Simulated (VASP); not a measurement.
Sb: single point with r2SCAN

The system is Sb.

```xyz
2
Lattice="3.2196 0.0000 0.0000 -1.6098 2.7882 0.0000 0.0000 0.0000 5.2591" Properties=species:S:1:pos:R:3 pbc="T T T"
Sb    0.0000    1.8588    1.3148
Sb    1.6098    0.9294    3.9443
```

This isn't the form of Sb at room conditions, which is rhombohedral.

- Program: VASP 6.6.1
- Task: single point
- Functional: r2SCAN
- Potentials or basis: VASP PAW PBE potentials, release 64 (Sb)
- Cutoff: 520 eV
- k mesh: 12 × 12 × 8
- Occupations: gaussian, width 0.1 eV
- Spin: no spin polarisation

* Pressure: 12.0 GPa
* Band gap on the k mesh: zero (bands 5 and 6 overlap by 9.50 eV)

Levels at points of the mesh, in eV from the Fermi level:
```
           k point  band 3  band 4  band 5  band 6  band 7  band 8
(0.00, 0.00, 0.00)   -7.07    4.48    4.48    6.51    6.51    6.88
(0.50, 0.00, 0.00)   -4.65   -3.61   -2.84   -0.31    0.42    4.57
(0.00, 0.00, 0.50)   -0.77   -0.77    5.52    5.52    5.52    5.52
(0.50, 0.00, 0.50)   -6.47   -6.47    1.94    1.94    2.33    2.33
```

Run time: 2.6 min on 1 thread of Intel Xeon 8259CL (shared host), peak memory 0.2 GiB.

Caveat: the cell stands under pressure; the PAW data sets were made with another functional, which shifts forces and pressure a little; spin-orbit coupling is left out, which moves the levels of the heavy elements.
